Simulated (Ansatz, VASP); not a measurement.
## LuScN2 in VASP and in Ansatz

INCAR

```
PREC     = Accurate       # precision mode
ENCUT    = 520            # plane-wave cutoff, eV
EDIFF    = 1E-6           # SCF threshold, eV
ISMEAR   = -1             # smearing method
SIGMA    = 0.02           # smearing width, eV
LREAL    = F              # projectors in reciprocal space
LASPH    = T              # aspherical terms in the spheres
NELM     = 60             # most SCF steps
ALGO     = Normal         # electronic algorithm
ISIF     = 2              # what is computed and relaxed
LWAVE    = F              # write WAVECAR
LCHARG   = T              # write CHGCAR
GGA      = PE             # functional
LELF     = T              # ELF
LVHAR    = T            
NBANDS   = 31             # bands
```

Contents of KPOINTS:

```
Automatic mesh
0
Gamma
  8 8 6
```

The input POSCAR:

```
LuScN2
1.0
    3.2725982828      0.0000000000      0.0000000000
    0.0000000000      3.2725982828      0.0000000000
    0.0000000000      0.0000000000      4.6188239134
Sc N Lu
1 2 1
Direct
    0.0000000000      0.0000000000      0.0000000000
    0.0000000000      0.0000000000      0.5000000000
    0.5000000000      0.5000000000      0.0000000000
    0.5000000000      0.5000000000      0.5000000000
```

Input for Ansatz:

```yaml
crystal:
  lattice:
    - [3.2725982828, 0.0, 0.0]
    - [0.0, 3.2725982828, 0.0]
    - [0.0, 0.0, 4.6188239134]
  atoms:
    - { symbol: Sc, position: [0.0, 0.0, 0.0] }
    - { symbol: "N", position: [0.0, 0.0, 0.5] }
    - { symbol: Lu, position: [0.5, 0.5, 0.5] }
    - { symbol: "N", position: [0.5, 0.5, 0.0] }
kpoints:
  mp_grid: { grid: [8, 8, 6] }
  band_path:
    path:
      - [0.0, 0.0, 0.0]
      - [0.0, 0.5, 0.0]
      - [0.5, 0.5, 0.0]
      - [0.0, 0.0, 0.5]
      - [0.0, 0.5, 0.5]
      - [0.5, 0.5, 0.5]
    npoints: 1
hamiltonian:
  xc: pbe
scf:
  occupations: { method: fermi_dirac, width: 0.02 }
  n_extra_bands: 5
output:
  forces: true
  stress: true
  eigenvalues: true
```

Alike in both runs: task single point; functional PBE; k mesh 8 × 8 × 6; occupations fermi-dirac, width 0.02 eV; no spin polarisation.

```csv
,VASP,Ansatz
version,VASP 6.6.1,Ansatz 0.2.0
potentials or method,"VASP PAW PBE potentials, release 64 (Sc_sv, N, Lu)","plane waves, PAW"
plane-wave cutoff (eV),520,420
valence electrons in the cell,46,46
```

VASP gave:

```
pressure (GPa) : 3.3
```

Question: Which values does Ansatz return?

Answer: Pressure (GPa): 2.3.

Spin-orbit coupling is off throughout.
